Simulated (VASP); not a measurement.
As:

```
CELL_PARAMETERS angstrom
4.56640 0.00000 0.00000
-2.28320 3.95462 0.00000
0.00000 0.00000 2.83374
ATOMIC_POSITIONS crystal
As 0.33333 0.66667 0.00000
As 0.66667 0.33333 0.00000
```

This isn't the form of As at room conditions, which is rhombohedral.

| Item | Value |
| --- | --- |
| Program | VASP 6.6.1 |
| Task | relaxation of cell and atoms |
| Functional | BLYP |
| Potentials or basis | VASP PAW PBE potentials, release 64 (As) |
| Cutoff | 600 eV |
| k mesh | 7 × 7 × 9 |
| Occupations | fermi-dirac, width 0.05 eV |
| Spin | no spin polarisation |

At the start: pressure 4.2 GPa; volume 25.59 Å³/atom.

Problem. How do energy, volume and symmetry change on relaxing?

Solution. Over 5 steps the energy falls by 28.3 meV/atom and the volume is 27.57 Å³/atom (+7.7 %); space group P6/mmm (No. 191, to 0.1 Å) before and after.

The path:
```tsv
step	energy change (eV)	largest force (eV/Å)	pressure (GPa)	volume (Å³)
1	0.0000	0.0003	4.25	51.17
2	-0.0518	0.0001	-0.98	56.35
3	-0.0565	0.0001	0.05	55.08
4	-0.0565	0.0001	-0.02	55.16
5	-0.0565	0.0000	-0.01	55.14
```

Final structure:
```cif
data_structure
_symmetry_space_group_name_H-M 'P 1'
_symmetry_Int_Tables_number 1
_cell_length_a 4.6510
_cell_length_b 4.6510
_cell_length_c 2.9431
_cell_angle_alpha 90.000
_cell_angle_beta 90.000
_cell_angle_gamma 119.999
_cell_volume 55.14
loop_
_atom_site_label
_atom_site_type_symbol
_atom_site_fract_x
_atom_site_fract_y
_atom_site_fract_z
_atom_site_occupancy
As1 As 0.33333 0.66667 0.00000 1
As2 As 0.66667 0.33333 0.00000 1
```

Caveat: the PAW data sets were made with another functional, which shifts forces and pressure a little.
